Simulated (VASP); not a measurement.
Input of a VASP 6.6.1 run:

INCAR

```
PREC = Accurate
ENCUT = 520
EDIFF = 1E-7
ISMEAR = 0
SIGMA = 0.1
LREAL = False
LASPH = True
NELM = 60
ALGO = Normal
ISIF = 2
LWAVE = False
LCHARG = False
GGA = PE
NBANDS = 23
```

File KPOINTS:

```
regular mesh
0
Gamma
  4 4 4
```

The input POSCAR:

```
Si4Ge
1.0
   -2.8619725289      2.8619725289      2.8619725289
    2.8619725289     -2.8619725289      2.8619725289
    2.8619725289      2.8619725289     -2.8619725289
Si Ge
4 1
Direct
    0.0000000000      0.0000000000      0.5000000000
    0.0000000000      0.5000000000      0.0000000000
    0.5000000000      0.0000000000      0.0000000000
    0.5000000000      0.5000000000      0.5000000000
    0.0000000000      0.0000000000      0.0000000000
```

Potentials or basis: VASP PAW PBE potentials, release 64 (Si, Ge_d).

The run is started by

```console
$ cat potpaw_PBE.64/Si/POTCAR potpaw_PBE.64/Ge_d/POTCAR > POTCAR
$ mpirun -np 1 vasp_std > vasp.out
```

**Question.** Predict the band gap on the k mesh.

**Answer.** Zero (bands 15 and 16 overlap by 2.77 eV).

**Question.** Predict the pressure.

**Answer.** 0.1 GPa.

Caveat: the k points lie up to 0.39 Å⁻¹ apart, too coarse for converged energies and pressures of a metal.
